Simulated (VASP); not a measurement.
Here is a VASP 6.6.1 calculation.

Contents of INCAR:

```
  PREC = Accurate
  ENCUT = 600
  EDIFF = 1E-6
  ISMEAR = 0
  SIGMA = 0.01
  LREAL = F
  LASPH = T
  NELM = 120
  ALGO = Normal
  ISIF = 2
  LWAVE = F
  LCHARG = F
  GGA = PS
  NBANDS = 11
  GGA_COMPAT = F
```

The input KPOINTS:

```
regular mesh
0
Gamma
  8 8 8
```

File POSCAR:

```
AlN
1.0
    0.0000000000      2.0076176473      2.0076176473
    2.0076176473      0.0000000000      2.0076176473
    2.0076176473      2.0076176473      0.0000000000
Al N
1 1
Direct
    0.0000000000      0.0000000000      0.0000000000
    0.5000000000      0.5000000000      0.5000000000
```

Potentials or basis: VASP PAW PBE potentials, release 64 (Al, N).

The run is started by

```bash
$ cat potpaw_PBE.64/Al/POTCAR potpaw_PBE.64/N/POTCAR > POTCAR
$ mpirun -np 1 vasp_std > vasp.out
```

Question: Predict the band gap on the k mesh.

Answer: 4.76 eV, indirect (least direct gap 5.97 eV).

Question: What does it give for the pressure?

Answer: 5.9 GPa.

Caveat: the PAW data sets were made with another functional, which shifts forces and pressure a little. A k mesh can miss the band edges.
